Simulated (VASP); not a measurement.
TaN:

```
CELL_PARAMETERS angstrom
5.19600 0.00000 0.00000
-2.59800 4.49987 0.00000
0.00000 0.00000 2.91100
ATOMIC_POSITIONS crystal
Ta 0.33333 0.66667 0.50000
Ta 0.66667 0.33333 0.50000
Ta 0.00000 0.00000 0.00000
N 0.39285 0.00000 0.00000
N 0.00000 0.39285 0.00000
N 0.60715 0.60715 0.00000
```

Base run:

```yaml
Program: VASP 6.6.1
Functional: LDA
Potentials_or_basis: VASP PAW LDA potentials, release 64 (Ta_sv_GW, N)
Cutoff: 700 eV
k_mesh: 6 × 6 × 9
Occupations: gaussian, width 0.1 eV
Spin: no spin polarisation
```

Its results: band gap on the k mesh zero (bands 27 and 28 overlap by 3.10 eV); pressure -9.1 GPa; largest force 0.035 eV/Å.

Q: The run is repeated on the same cell with these changes: functional from LDA to r2SCAN; potentials or basis from VASP PAW LDA potentials, release 64 (Ta_sv_GW, N) to VASP PAW PBE potentials, release 64 (Ta_sv_GW, N); cutoff from 700 eV to 770 eV. What comes out?

A: Band gap on the k mesh zero (bands 27 and 28 overlap by 3.09 eV); pressure 0.5 GPa; largest force 0.016 eV/Å.

Caveats: spin-orbit coupling is left out, which moves the levels of the heavy elements; the cell stands under tension (at least some runs); the PAW data sets were made with another functional, which shifts forces and pressure a little (at least some runs).
